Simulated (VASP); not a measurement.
Crystal: Rh.

```
Rh
1.0
     0.00000    1.89785    1.89785
     1.89785    0.00000    1.89785
     1.89785    1.89785    0.00000
Rh
1
Cartesian
  0.0000 0.0000 0.0000
```

```yaml
Program: VASP 6.6.1
Task: relaxation of cell and atoms
Functional: PBEsol
Dispersion: D4
Potentials_or_basis: VASP PAW PBE potentials, release 64 (Rh_pv)
Cutoff: 600 eV
k_mesh: 12 × 12 × 12
Occupations: fermi-dirac, width 0.05 eV
Spin: no spin polarisation
```

At the start: pressure -9.0 GPa; volume 13.67 Å³/atom.

Question: Where does the relaxation end?

Answer: Over 4 steps the energy falls by 12.1 meV/atom and the volume is 13.26 Å³/atom (-3.0 %); space group Fm-3m (No. 225, to 0.05 Å).

The path:
```
step  energy change (eV)  largest force (eV/Å)  pressure (GPa)  volume (Å³)
   1              0.0000                0.0000           -9.04        13.67
   2              0.0854                0.0000           32.16        12.20
   3             -0.0121                0.0000           -0.34        13.27
   4             -0.0121                0.0000           -0.07        13.26
```

Final structure:
```yaml
crystal:
  lattice:
    - [0.00000, 1.87845, 1.87845]
    - [1.87845, 0.00000, 1.87845]
    - [1.87845, 1.87845, 0.00000]
  atoms:
    - { symbol: Rh, position: [0.00000, 0.00000, 0.00000] }
```

Caveat: the PAW data sets were made with another functional, which shifts forces and pressure a little; pairwise dispersion overbinds metals, which lowers pressure and volume.
